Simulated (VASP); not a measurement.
BaZrO3, 5 atoms in the cell. Symmetry: Pm-3m, No. 221, cubic system. The conventional cell has a = 4.181 Å, b = 4.181 Å, c = 4.181 Å, α = 90.00°, β = 90.00°, γ = 90.00°. Within 3.9 Å of Ba (site symmetry m-3m) lie 12 O at 2.96 Å and 8 Zr at 3.62 Å. Zr (site symmetry m-3m) has 6 O at 2.09 Å within 2.8 Å. O (site symmetry 4/mmm) has 2 Zr at 2.09 Å within 2.8 Å. 

```yaml
Program: VASP 6.6.1
Task: vibrations by perturbation theory
Functional: PBEsol
Potentials_or_basis: VASP PAW PBE potentials, release 64 (Ba_sv, Zr_sv, O)
Cutoff: 520 eV
k_mesh: 4 × 4 × 4
Occupations: gaussian, width 0.01 eV
Spin: no spin polarisation
Dipole_correction: no
Further_INCAR_settings: ALGO = Normal; EDIFF = 1e-08; IBRION = 8; NSW = 1
```

Potentials or basis: VASP PAW PBE potentials, release 64 (Ba_sv, Zr_sv, O).

Command:

```sh
$ cat potpaw_PBE.64/Ba_sv/POTCAR potpaw_PBE.64/Zr_sv/POTCAR potpaw_PBE.64/O/POTCAR > POTCAR
$ mpirun -np 1 vasp_std > vasp.out
```

Hardware: 1 thread of Intel Xeon 8259CL, on a shared host.

Question: Estimate the wall time of this run.

Answer: Run time: 18 min on 1 thread of Intel Xeon 8259CL (shared host), peak memory 0.33 GiB. Counts: scf iterations 321, k points 10.
